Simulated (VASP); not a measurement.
Write the native input for VASP 6.6.1 that does the following.

```yaml
Task: single point
Functional: PBEsol
Potentials_or_basis: VASP PAW PBE potentials, release 64 (W_sv, C)
Cutoff: 520 eV
k_mesh: 9 × 9 × 9
Occupations: methfessel-paxton, width 0.15 eV
Spin: no spin polarisation
Dipole_correction: no
Further_INCAR_settings: ALGO = Normal; EDIFF = 1e-06; NBANDS = 16
```

The structure of WC lies in POSCAR:

```
WC
1.0
    0.0000000000      2.1733717236      2.1733717236
    2.1733717236      0.0000000000      2.1733717236
    2.1733717236      2.1733717236      0.0000000000
W C
1 1
Direct
    0.0000000000      0.0000000000      0.0000000000
    0.5000000000      0.5000000000      0.5000000000
```

One way to write it, as run:

INCAR

```
SYSTEM = WC
  ALGO = Normal
  EDIFF = 1E-6
  ENCUT = 520
  GGA = PS
  ISIF = 2
  ISMEAR = 1
  LASPH = .TRUE.
  LCHARG = .FALSE.
  LREAL = .FALSE.
  LWAVE = .FALSE.
  NBANDS = 16
  NELM = 100
  PREC = Accurate
  SIGMA = 0.15
```

KPOINTS

```
k-points
0
G
  9 9 9
  0 0 0
```

Potentials or basis: VASP PAW PBE potentials, release 64 (W_sv, C).

The run is started by

```console
$ cat potpaw_PBE.64/W_sv/POTCAR potpaw_PBE.64/C/POTCAR > POTCAR
$ mpirun -np 1 vasp_std > vasp.out
```

Results of the run:

```json
{
 "Pressure": "1.1 GPa",
 "Band gap on the k mesh": "zero (band 9 reaches 13.60 eV, above the bottom of band 10 at 10.47 eV)"
}
```

Caveat: the PAW data sets were made with another functional, which shifts forces and pressure a little; spin-orbit coupling is left out, which moves the levels of the heavy elements.

It took 9.9 s on 1 thread of Intel Xeon 8259CL, on a shared host, peak memory 0.15 GiB.
